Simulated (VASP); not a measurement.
Here is a VASP 6.6.1 calculation.

The input INCAR:

```
ALGO = Normal
EDIFF = 1E-7
ENCUT = 520
GGA = PS
ISIF = 2
ISMEAR = 0
ISPIN = 2
LASPH = True
LCHARG = False
LMAXMIX = 4
LORBIT = 11
LREAL = False
LWAVE = False
MAGMOM = 2.5 0 0
NBANDS = 22
NELM = 150
PREC = Accurate
SIGMA = 0.1
```

KPOINTS

```
k-points
0
Gamma
  16 16 16
```

The input POSCAR:

```
CuO2
1.0
    0.0000000000      2.3844798727      2.3844798727
    2.3844798727      0.0000000000      2.3844798727
    2.3844798727      2.3844798727      0.0000000000
Cu O
1 2
Direct
    0.0000000000      0.0000000000      0.0000000000
    0.2500000000      0.2500000000      0.2500000000
    0.7500000000      0.7500000000      0.7500000000
```

Potentials or basis: VASP PAW PBE potentials, release 64 (Cu, O).

The run is started by

```console
$ cat potpaw_PBE.64/Cu/POTCAR potpaw_PBE.64/O/POTCAR > POTCAR
$ mpirun -np 1 vasp_std > vasp.out
```

Task: What does it give for the site moments?

Result: Cu +0.57; O +0.60 μB.

Task: What does it give for the net moment?

Result: 1.92 μB per cell.

Caveat: a cell with one magnetic atom can't hold antiferromagnetic order, which such compounds often take.
